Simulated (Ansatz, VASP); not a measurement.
**Be2C in VASP and in Ansatz**

```
CELL_PARAMETERS angstrom
0.00000 2.16500 2.16500
2.16500 0.00000 2.16500
2.16500 2.16500 0.00000
ATOMIC_POSITIONS crystal
Be 0.25000 0.25000 0.25000
Be 0.75000 0.75000 0.75000
C 0.00000 0.00000 0.00000
```

Alike in both runs: task single point; functional HSE06; k mesh 6 × 6 × 6; occupations gaussian, width 0.05 eV; no spin polarisation.

|  | VASP | Ansatz |
| --- | --- | --- |
| version | VASP 6.6.1 | Ansatz 0.2.0 |
| potentials or method | VASP PAW PBE potentials, release 64 (Be, C), cutoff 520 eV | scalar-relativistic, plane waves, PAW |
| valence electrons in the cell | 8 | 8 |

Ansatz gave:

```
gap on the k mesh at the Fermi level (eV) : 1.91
least direct gap on the mesh (eV)         : 5.13
pressure (GPa)                            : -3.5
```

Problem. Which values does VASP return?

Solution. gap on the k mesh at the Fermi level (eV): 1.90; least direct gap on the mesh (eV): 5.11; pressure (GPa): -3.2.

Ansatz's warnings: stress exchange threshold loose, stress scf threshold loose.
